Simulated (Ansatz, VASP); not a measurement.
**AgCl: VASP beside Ansatz**

```
Ag Cl
1.0
     0.00000    2.77318    2.77318
     2.77318    0.00000    2.77318
     2.77318    2.77318    0.00000
Ag Cl
1 1
Cartesian
  0.0000 0.0000 0.0000
  2.7732 2.7732 2.7732
```

Alike in both runs: task single point; functional r2SCAN; k mesh 8 × 8 × 8; no spin polarisation.

```csv
,VASP,Ansatz
version,VASP 6.6.1,Ansatz 0.2.0
potentials or method,"VASP PAW PBE potentials, release 64 (Ag, Cl)","plane waves, PAW"
plane-wave cutoff (eV),520,500
occupations,"gaussian, width 0.01 eV",fixed
valence electrons in the cell,18,26
```

|  | VASP | Ansatz | Ansatz less VASP |
| --- | --- | --- | --- |
| gap on the k mesh at the Fermi level (eV) | 1.42 | 1.48 | +0.053 |
| pressure (GPa) | -0.1 | 0.0 | +0.08 |

VASP's potentials were made for PBE, not for r2SCAN. VASP's potentials hold 18 valence electrons a cell and Ansatz's 26, so a difference there can come from the potentials and not from the codes.
